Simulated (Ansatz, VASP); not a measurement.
Two plane-wave programs on NaH

The input INCAR:

```
SYSTEM = NaH
PREC = Accurate
ENCUT = 500
EDIFF = 1E-6
ISMEAR = 0
SIGMA = 0.05
LREAL = .False.
LASPH = .True.
NELM = 120
ALGO = Normal
ISIF = 2
LWAVE = .False.
LCHARG = .False.
GGA = PS
NBANDS = 11
GGA_COMPAT = .False.
```

File KPOINTS:

```
Automatic mesh
0
Gamma
  10 10 10
  0 0 0
```

POSCAR

```
NaH
1.0
    2.9551240000      0.0000000000      0.0000000000
    0.0000000000      2.9551240000      0.0000000000
    0.0000000000      0.0000000000      2.9551240000
Na H
1 1
Direct
   -0.0761389370      0.0000000000      0.0000000000
    0.5000000000      0.5000000000      0.5000000000
```

Input for Ansatz:

```yaml
crystal:
  lattice:
    - [2.955124, 0.0, 0.0]
    - [0.0, 2.955124, 0.0]
    - [0.0, 0.0, 2.955124]
  atoms:
    - { symbol: Na, position: [-0.076138937, 0.0, 0.0] }
    - { symbol: H, position: [0.5, 0.5, 0.5] }
basis:
  ecutwfc: 420
kpoints:
  mp_grid: { grid: [10, 10, 10] }
hamiltonian:
  xc: pbesol
scf:
  occupations: { method: gaussian, width: 0.05 }
output:
  forces: true
  stress: true
  eigenvalues: true
```

Change from the starting cell: all Na atoms moved +0.225 Å, as atom 1 towards its neighbour atom 1 (Na) at 2.955 Å.

Alike in both runs: task single point; functional PBEsol; k mesh 10 × 10 × 10; occupations gaussian, width 0.05 eV; no spin polarisation.

|  | VASP | Ansatz |
| --- | --- | --- |
| version | VASP 6.6.1 | Ansatz 0.2.0 |
| potentials or method | VASP PAW PBE potentials, release 64 (Na_pv, H), cutoff 500 eV | scalar-relativistic, plane waves, PAW |
| valence electrons in the cell | 8 | 10 |

Ansatz gave:

- gap on the k mesh at the Fermi level (eV): 0.83
- least direct gap on the mesh (eV): 4.28
- pressure (GPa): 0.0
- traceless stress, the component that is largest in VASP (GPa): 0.11
- rms of the force components (eV/Å): 0.056

Question: Estimate VASP's values.

Answer: gap on the k mesh at the Fermi level (eV): 0.82; least direct gap on the mesh (eV): 4.28; pressure (GPa): -0.1; traceless stress, the component that is largest in VASP (GPa): 0.11; rms of the force components (eV/Å): 0.057.

VASP's potentials were made for PBE, not for PBEsol. Atom by atom the forces differ by 0.001 eV/Å (rms over components). VASP's potentials hold 8 valence electrons a cell and Ansatz's 10, so a difference there can come from the potentials and not from the codes.
